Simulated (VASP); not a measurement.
# Hg (I4_1/amd) in VASP: notebook

The runs below take Hg through single point, with PBE.

All numbers are computed with VASP 6.6.1; they aren't measurements. Logs are shortened: lines on timing, memory, paths and dates and some standing lists are left out, and cuts for length are marked.

### 1 The cell of the first run

Symmetry: I4_1/amd, No. 141, tetragonal system. The conventional cell has a = 5.780 Å, b = 5.780 Å, c = 3.103 Å, α = 90.00°, β = 90.00°, γ = 90.00°. Hg (site symmetry -4m2) has 10 Hg at 2.99 to 3.71 Å within 3.9 Å.

### 2 Single point, PBE

The input, INCAR:

```
ALGO = Fast ; EDIFF = 1E-6
ENCUT = 520 ; GGA = PE
ISIF = 2 ; ISMEAR = -1
LASPH = True ; LCHARG = False
LREAL = False ; LWAVE = False
NBANDS = 19 ; NELM = 80
PREC = Accurate ; SIGMA = 0.05
```

The input, KPOINTS:

```
k-points
0
Gamma
  10 10 10
```

The input, POSCAR:

```
Hg
1.0
   -2.8901580140      2.8901580140      1.5512992345
    2.8901580140     -2.8901580140      1.5512992345
    2.8901580140      2.8901580140     -1.5512992345
Hg
2
Direct
    0.0000000000      0.0000000000      0.0000000000
    0.7500000000      0.2500000000      0.5000000000
```

Potentials or basis: VASP PAW PBE potentials, release 64 (Hg).

Launch:

```bash
$ cat potpaw_PBE.64/Hg/POTCAR > POTCAR
$ mpirun -np 1 vasp_std > vasp.out
```

OUTCAR:

```text
EDIFF = 1E-6
   ENCUT = 520
   GGA = PE
   ISIF = 2
   ISMEAR = -1
   LASPH = True
   LREAL = False
   NELM = 80
   PREC = Accurate

 ion  position               nearest neighbor table
   1  0.000  0.000  0.000-   2 2.99   2 2.99   2 2.99   2 2.99   2 3.71   2 3.71   2 3.71   2 3.71

   2  0.750  0.250  0.500-   1 2.99   1 2.99   1 2.99   1 2.99   1 3.71   1 3.71   1 3.71   1 3.71

  LATTYP: Found a body centered tetragonal cell.
 ALAT       =     5.7803160280
 C/A-ratio  =     0.5367523945

  Lattice vectors:

 A1 = (  -2.8901580140,   2.8901580140,   1.5512992345)
 A2 = (   2.8901580140,  -2.8901580140,   1.5512992345)
 A3 = (   2.8901580140,   2.8901580140,  -1.5512992345)

Analysis of symmetry for initial positions (statically):
=====================================================================
 Subroutine PRICEL returns:
 Original cell was already a primitive cell.

 Routine SETGRP: Setting up the symmetry group for a
 body centered tetragonal supercell.

 Subroutine GETGRP returns: Found 16 space group operations
 (whereof  8 operations were pure point group operations)
 out of a pool of 16 trial point group operations.

The static configuration has the point symmetry D_2d.
 The point group associated with its full space group is D_4h.

Analysis of symmetry for dynamics (positions and initial velocities):
=====================================================================
 Subroutine PRICEL returns:
 Original cell was already a primitive cell.

 Routine SETGRP: Setting up the symmetry group for a
 body centered tetragonal supercell.

 Subroutine GETGRP returns: Found 16 space group operations
 (whereof  8 operations were pure point group operations)
 out of a pool of 16 trial point group operations.

The dynamic configuration has the point symmetry D_2d.
 The point group associated with its full space group is D_4h.

 Subroutine INISYM returns: Found 16 space group operations
 (whereof  8 operations are pure point group operations),
 and found     1 'primitive' translations

----------------------------------------------------------------------------------------

                                     Primitive cell

  volume of cell :      51.8321

  direct lattice vectors                    reciprocal lattice vectors
[... 82 lines left out ...]
   LNONCOLLINEAR =      F non collinear calculations
   LSORBIT =      F    spin-orbit coupling
   LASPH  =      T    aspherical Exc in radial PAW
   ENCUT  =  520.0 eV  38.22 Ry    6.18 a.u.   8.13  8.13  8.13*2*pi/ulx,y,z
   NELM   =     80;   NELMIN=  2; NELMDL= -5     # of ELM steps
   EDIFF  = 0.1E-05   stopping-criterion for ELM
   LREAL  =      F    real-space projection
   EDIFFG = 0.1E-04   stopping-criterion for IOM
   NSW    =      0    number of steps for IOM
   IBRION =     -1    ionic relax: 0-MD 1-quasi-New 2-CG
   NFREE  =      0    steps in history (QN), initial steepest desc. (CG)
   ISIF   =      2    stress and relaxation
   ISYM   =      2    0-nonsym 1-usesym 2-fastsym
   POTIM  = 0.5000    time-step for ionic-motion
   TEBEG  =    0.0;   TEEND  =   0.0 temperature during run
   PSTRESS=    0.0 pullay stress
   NELECT =      24.0000    total number of electrons
   NUPDOWN=      -1.0000    fix difference up-down
   EMIN   =  10.00;   EMAX   =-10.00  energy-range for DOS
   EFERMI =   0.00;   METHOD = LEGACY
   ISMEAR =    -1;   SIGMA  =   0.05  broadening in eV -4-tet -1-fermi 0-gaus
   EFERMI_NEDOS =   21; number of points for ismear=-14 and -15
   IALGO  =     68    algorithm
   IMIX   =      4    mixing-type and parameters
     AMIX     =   0.40;   BMIX     =  1.00
     AMIX_MAG =   1.60;   BMIX_MAG =  1.00
  volume/ion in A,a.u.               =      25.92       174.89
  Fermi-wavevector in a.u.,A,eV,Ry     =   1.266521  2.393377 21.824765  1.604075
  Thomas-Fermi vector in A             =   2.399717
   LORBIT       =      0    0 simple, 1 ext, 2 COOP (PROOUT), +10 PAW based schemes
   GGA     = PE    functional components
   LHFCALC =     F    Hartree Fock is set to
   AEXX    =    0.0000 exact exchange contribution
   IVDW    =     0    specifies the selected vdW correction
   LEPSILON=     F    determine dielectric tensor
   LRPA    =     F    only Hartree local field effects (RPA)
 non-spin polarized calculation
 RMM-DIIS sequential band-by-band and
  energy-cutoff  :      520.00
  volume of cell :       51.83
 maximum number of plane-waves:      1406
 NGX is ok and might be reduce to    36
   NGX = 17   NGY = 17   NGZ = 17

 number of electron      24.0000003 magnetization

 Free energy of the ion-electron system (eV)
  ---------------------------------------------------
  ext. energy  EPLUGINS =         0.00000000
  ---------------------------------------------------
  free energy    TOTEN  =        -0.28565241 eV

  energy without entropy =       -0.28031560  energy(sigma->0) =       -0.28298401

 E-fermi :   2.2379     XC(G=0): -10.2976

 val. band max:        2.2368783706   @ k =   0.3000   0.2000   0.1000
 cond. band min:       2.2522697190   @ k =  -0.4000  -0.4000   0.3000
 fundamental gap:      0.0153913484
 Fermi energy:         2.2378548345

 k-point     1 :       0.0000    0.0000    0.0000
  band No.  band energies     occupation
      1      -6.3797      2.00000
      2      -5.6983      2.00000
      3      -5.5865      2.00000
      4      -5.4043      2.00000
      5      -5.2950      2.00000
      6      -4.1896      2.00000
[... 505 lines left out ...]
      6      -4.3937      2.00000
[... 11 lines left out ...]
     18      13.0433      0.00000
     19      14.8310      0.00000

 [... further k-points ...]

------------------------ aborting loop because EDIFF is reached ----------------------------------------

  FORCE on cell =-STRESS in cart. coord.  units (eV):
  Direction    XX          YY          ZZ          XY          YZ          ZX
  --------------------------------------------------------------------------------------
  -------------------------------------------------------------------------------------
  Total        1.0138012      1.0138012      0.9761314      0.0000000     -0.0000000      0.0000000
  in kB       31.3375212     31.3375212     30.1731145      0.0000000     -0.0000000      0.0000000
  external PRESSURE =      30.9493857 kB  Pullay stress =       0.0000000 kB

 VOLUME and BASIS-vectors are now :
 -----------------------------------------------------------------------------
  energy-cutoff  :      520.00
  volume of cell :       51.83
      direct lattice vectors                 reciprocal lattice vectors
    -2.890158014  2.890158014  1.551299235     0.000000000  0.173000922  0.322310479
     2.890158014 -2.890158014  1.551299235     0.173000922  0.000000000  0.322310479
     2.890158014  2.890158014 -1.551299235     0.173000922  0.173000922  0.000000000

 POSITION                                       TOTAL-FORCE (eV/Angst)
 -----------------------------------------------------------------------------------
      0.00000      0.00000      0.00000         0.000000      0.000000     -0.000000
      0.00000      2.89016      0.77565        -0.000000     -0.000000      0.000000
 -----------------------------------------------------------------------------------
    total drift:                               -0.000000      0.000000     -0.000000

  FREE ENERGIE OF THE ION-ELECTRON SYSTEM (eV)
  ---------------------------------------------------
  free  energy   TOTEN  =        -0.2856524103 eV

  energy  without entropy=       -0.2803156022  energy(sigma->0) =       -0.28298401
```

stdout:

```text
POSCAR found type information on POSCAR Hg
 POSCAR found :  1 types and       2 ions
 scaLAPACK will be used
 LDA part: xc-table for (Slater+PW92), standard interpolation
 POSCAR, INCAR and KPOINTS ok, starting setup
 FFT: planning ... GRIDC
 FFT: planning ... GRID_SOFT
 FFT: planning ... GRID
 WAVECAR not read
 entering main loop
```

It took 3.6 min on 1 thread of Oxide Virtual Turin-like, shared host; peak memory 0.22 GiB.

Results:

```
Free energy            : -0.2857 eV
Pressure               : 3.1 GPa
Band gap on the k mesh : zero (band 12 reaches 4.73 eV, above the bottom of band 13 at 0.46 eV)
```

Stress tensor (GPa, compression positive):
```
3.13 0.00 0.00
0.00 3.13 0.00
0.00 0.00 3.02
```

Caveat: spin-orbit coupling is left out, which moves the levels of the heavy elements.

### 3 Single point, PBE

This run uses another cell than the first one, of 26.46 Å³/atom, 1.021 times its volume.

The input, INCAR:

```
  PREC = Accurate
  ENCUT = 520
  EDIFF = 1E-6
  ISMEAR = -1
  SIGMA = 0.05
  LREAL = False
  LASPH = True
  NELM = 80
  ALGO = Normal
  ISIF = 2
  LWAVE = False
  LCHARG = False
  GGA = PE
  NBANDS = 19
```

The input, KPOINTS:

```
Automatic mesh
0
Gamma
  10 10 10
```

The input, POSCAR:

```
Hg
1.0
   -2.9100907681      2.9100907681      1.5619981880
    2.9100907681     -2.9100907681      1.5619981880
    2.9100907681      2.9100907681     -1.5619981880
Hg
2
Direct
    0.0000000000      0.0000000000      0.0000000000
    0.7500000000      0.2500000000      0.5000000000
```

Potentials or basis: VASP PAW PBE potentials, release 64 (Hg).

Launch:

```bash
$ cat potpaw_PBE.64/Hg/POTCAR > POTCAR
$ mpirun -np 1 vasp_std > vasp.out
```

It took 2.9 min on 1 thread of Oxide Virtual Turin-like, shared host; peak memory 0.22 GiB.

The run converged. Its results:

```
Free energy            : -0.3044 eV
Pressure               : 2.3 GPa
Band gap on the k mesh : zero (band 12 reaches 4.45 eV, above the bottom of band 13 at 0.40 eV)
```

Stress tensor (GPa, compression positive):
```
2.35 0.00 0.00
0.00 2.35 0.00
0.00 0.00 2.24
```

Levels at points of the mesh, in eV from the Fermi level:
```csv
k point,band 9,band 10,band 11,band 12,band 13,band 14,band 15,band 16
"(0.00, 0.00, 0.00)",-6.37,-5.96,-5.53,1.21,1.81,1.81,7.69,10.91
"(0.50, 0.00, 0.00)",-6.00,-5.78,-2.28,-1.77,2.30,2.34,3.22,7.23
"(0.50, 0.50, 0.00)",-6.13,-6.13,-5.38,-5.38,5.56,5.56,6.09,6.09
"(0.50, 0.50, 0.50)",-6.32,-6.32,-2.68,-2.68,-1.70,-1.70,10.39,10.39
```

Caveat: spin-orbit coupling is left out, which moves the levels of the heavy elements.

### 4 Single point, PBE

This run uses another cell than the first one, of 27.00 Å³/atom, 1.042 times its volume.

The input, INCAR:

```
SYSTEM = Hg
PREC = Accurate
ENCUT = 520
EDIFF = 1E-6
ISMEAR = -1
SIGMA = 0.05
LREAL = .FALSE.
LASPH = .TRUE.
NELM = 60
ALGO = Fast
ISIF = 2
LWAVE = .FALSE.
LCHARG = .FALSE.
GGA = PE
NBANDS = 19
```

The input, KPOINTS:

```
regular mesh
0
G
  10 10 10
  0 0 0
```

The input, POSCAR:

```
Hg
1.0
   -2.9297541400      2.9297541400      1.5725525500
    2.9297541400     -2.9297541400      1.5725525500
    2.9297541400      2.9297541400     -1.5725525500
Hg
2
Direct
    0.0000000000      0.0000000000      0.0000000000
    0.7500000000      0.2500000000      0.5000000000
```

Potentials or basis: VASP PAW PBE potentials, release 64 (Hg).

Launch:

```bash
$ cat potpaw_PBE.64/Hg/POTCAR > POTCAR
$ mpirun -np 1 vasp_std > vasp.out
```

OUTCAR:

```text
SYSTEM = Hg
   PREC = Accurate
   ENCUT = 520
   EDIFF = 1E-6
   ISMEAR = -1
   LREAL = .FALSE.
   LASPH = .TRUE.
   NELM = 60
   ISIF = 2
   GGA = PE

 ion  position               nearest neighbor table
   1  0.000  0.000  0.000-   2 3.03   2 3.03   2 3.03   2 3.03   2 3.76   2 3.76   2 3.76   2 3.76

   2  0.750  0.250  0.500-   1 3.03   1 3.03   1 3.03   1 3.03   1 3.76   1 3.76   1 3.76   1 3.76

  LATTYP: Found a body centered tetragonal cell.
 ALAT       =     5.8595082800
 C/A-ratio  =     0.5367523945

  Lattice vectors:

 A1 = (  -2.9297541400,   2.9297541400,   1.5725525500)
 A2 = (   2.9297541400,  -2.9297541400,   1.5725525500)
 A3 = (   2.9297541400,   2.9297541400,  -1.5725525500)

Analysis of symmetry for initial positions (statically):
=====================================================================
 Subroutine PRICEL returns:
 Original cell was already a primitive cell.

 Routine SETGRP: Setting up the symmetry group for a
 body centered tetragonal supercell.

 Subroutine GETGRP returns: Found 16 space group operations
 (whereof  8 operations were pure point group operations)
 out of a pool of 16 trial point group operations.

The static configuration has the point symmetry D_2d.
 The point group associated with its full space group is D_4h.

Analysis of symmetry for dynamics (positions and initial velocities):
=====================================================================
 Subroutine PRICEL returns:
 Original cell was already a primitive cell.

 Routine SETGRP: Setting up the symmetry group for a
 body centered tetragonal supercell.

 Subroutine GETGRP returns: Found 16 space group operations
 (whereof  8 operations were pure point group operations)
 out of a pool of 16 trial point group operations.

The dynamic configuration has the point symmetry D_2d.
[... 114 lines left out ...]
   EFERMI =   0.00;   METHOD = LEGACY
   ISMEAR =    -1;   SIGMA  =   0.05  broadening in eV -4-tet -1-fermi 0-gaus
   EFERMI_NEDOS =   21; number of points for ismear=-14 and -15
   IALGO  =     68    algorithm
   IMIX   =      4    mixing-type and parameters
     AMIX     =   0.40;   BMIX     =  1.00
     AMIX_MAG =   1.60;   BMIX_MAG =  1.00
  volume/ion in A,a.u.               =      27.00       182.18
  Fermi-wavevector in a.u.,A,eV,Ry     =   1.249404  2.361030 21.238820  1.561009
  Thomas-Fermi vector in A             =   2.383446
   LORBIT       =      0    0 simple, 1 ext, 2 COOP (PROOUT), +10 PAW based schemes
   GGA     = PE    functional components
   LHFCALC =     F    Hartree Fock is set to
   AEXX    =    0.0000 exact exchange contribution
   IVDW    =     0    specifies the selected vdW correction
   LEPSILON=     F    determine dielectric tensor
   LRPA    =     F    only Hartree local field effects (RPA)
 non-spin polarized calculation
 RMM-DIIS sequential band-by-band and
  energy-cutoff  :      520.00
  volume of cell :       53.99
 maximum number of plane-waves:      1468
 NGX is ok and might be reduce to    36
   NGX = 17   NGY = 17   NGZ = 17

 number of electron      24.0000002 magnetization

 Free energy of the ion-electron system (eV)
  ---------------------------------------------------
  ext. energy  EPLUGINS =         0.00000000
  ---------------------------------------------------
  free energy    TOTEN  =        -0.31848665 eV

  energy without entropy =       -0.31333702  energy(sigma->0) =       -0.31591184

 E-fermi :   1.9669     XC(G=0): -10.0787

 val. band max:        1.9579904510   @ k =  -0.3000  -0.3000   0.1000
 cond. band min:       1.9828220162   @ k =   0.3000   0.2000   0.1000
 fundamental gap:      0.0248315652
 Fermi energy:         1.9669312028

 k-point     1 :       0.0000    0.0000    0.0000
  band No.  band energies     occupation
      1      -6.3697      2.00000
      2      -5.8059      2.00000
      3      -5.6885      2.00000
      4      -5.5291      2.00000
      5      -5.4338      2.00000
      6      -4.4132      2.00000
[... 505 lines left out ...]
      6      -4.5919      2.00000
[... 11 lines left out ...]
     18      12.4678      0.00000
     19      14.3082      0.00000

 [... further k-points ...]

------------------------ aborting loop because EDIFF is reached ----------------------------------------

  FORCE on cell =-STRESS in cart. coord.  units (eV):
  Direction    XX          YY          ZZ          XY          YZ          ZX
  --------------------------------------------------------------------------------------
  -------------------------------------------------------------------------------------
  Total        0.5957171      0.5957171      0.5400563      0.0000000      0.0000000      0.0000000
  in kB       17.6775935     17.6775935     16.0258870      0.0000000      0.0000000      0.0000000
  external PRESSURE =      17.1270247 kB  Pullay stress =       0.0000000 kB

 VOLUME and BASIS-vectors are now :
 -----------------------------------------------------------------------------
  energy-cutoff  :      520.00
  volume of cell :       53.99
      direct lattice vectors                 reciprocal lattice vectors
    -2.929754140  2.929754140  1.572552550     0.000000000  0.170662785  0.317954398
     2.929754140 -2.929754140  1.572552550     0.170662785  0.000000000  0.317954398
     2.929754140  2.929754140 -1.572552550     0.170662785  0.170662785  0.000000000

 POSITION                                       TOTAL-FORCE (eV/Angst)
 -----------------------------------------------------------------------------------
      0.00000      0.00000      0.00000        -0.000000     -0.000000     -0.000000
      0.00000      2.92975      0.78628         0.000000      0.000000      0.000000
 -----------------------------------------------------------------------------------
    total drift:                               -0.000000      0.000000     -0.000000

  FREE ENERGIE OF THE ION-ELECTRON SYSTEM (eV)
  ---------------------------------------------------
  free  energy   TOTEN  =        -0.3184866495 eV

  energy  without entropy=       -0.3133370242  energy(sigma->0) =       -0.31591184
```

OSZICAR:

```text
N       E                     dE             d eps       ncg     rms          rms(c)
DAV:   1     0.183120070612E+03    0.18312E+03   -0.12381E+04  3884   0.120E+03
DAV:   2     0.400186176994E+01   -0.17912E+03   -0.16994E+03  4011   0.312E+02
DAV:   3    -0.369994099818E+00   -0.43719E+01   -0.43602E+01  4534   0.545E+01
DAV:   4    -0.377699518679E+00   -0.77054E-02   -0.77040E-02  4148   0.226E+00
DAV:   5    -0.377713917977E+00   -0.14399E-04   -0.14399E-04  4210   0.916E-02    0.408E+00
RMM:   6    -0.322141582669E+00    0.55572E-01   -0.12241E-01  3892   0.292E+00    0.315E+00
RMM:   7    -0.318430656241E+00    0.37109E-02   -0.22143E-02  4002   0.100E+00    0.136E+00
RMM:   8    -0.318427112300E+00    0.35439E-05   -0.28338E-03  4084   0.634E-01    0.827E-02
RMM:   9    -0.318465374633E+00   -0.38262E-04   -0.22612E-04  4255   0.126E-01    0.444E-02
RMM:  10    -0.318487246627E+00   -0.21872E-04   -0.62531E-05  4112   0.897E-02    0.105E-02
RMM:  11    -0.318486649468E+00    0.59716E-06   -0.43452E-06  4080   0.183E-02
   1 F= -.31848665E+00 E0= -.31591184E+00  d E =-.514963E-02
```

Wall time 3.4 min (1 thread of Oxide Virtual Turin-like, shared host); peak memory 0.22 GiB.

Results:

```yaml
Free_energy: -0.3185 eV
Pressure: 1.7 GPa
Band_gap_on_the_k_mesh: zero (band 12 reaches 4.18 eV, above the bottom of band 13 at 0.34 eV)
```

Levels at points of the mesh, in eV from the Fermi level:
| k point | band 8 | band 9 | band 10 | band 11 | band 12 | band 13 | band 14 | band 15 | band 16 | band 17 |
| --- | --- | --- | --- | --- | --- | --- | --- | --- | --- | --- |
| (0.00, 0.00, 0.00) | -6.35 | -6.35 | -5.96 | -5.54 | 1.08 | 1.82 | 1.82 | 7.61 | 10.78 | 10.78 |
| (0.50, 0.00, 0.00) | -6.09 | -5.99 | -5.78 | -2.31 | -1.73 | 2.20 | 2.33 | 3.19 | 7.14 | 7.35 |
| (0.50, 0.50, 0.00) | -6.37 | -6.12 | -6.12 | -5.33 | -5.33 | 5.48 | 5.48 | 5.99 | 5.99 | 10.71 |
| (0.50, 0.50, 0.50) | -6.34 | -6.31 | -6.31 | -2.72 | -2.72 | -1.62 | -1.62 | 10.26 | 10.26 | 14.98 |

Caveat: spin-orbit coupling is left out, which moves the levels of the heavy elements.

(Continued in part 2 of 2.)
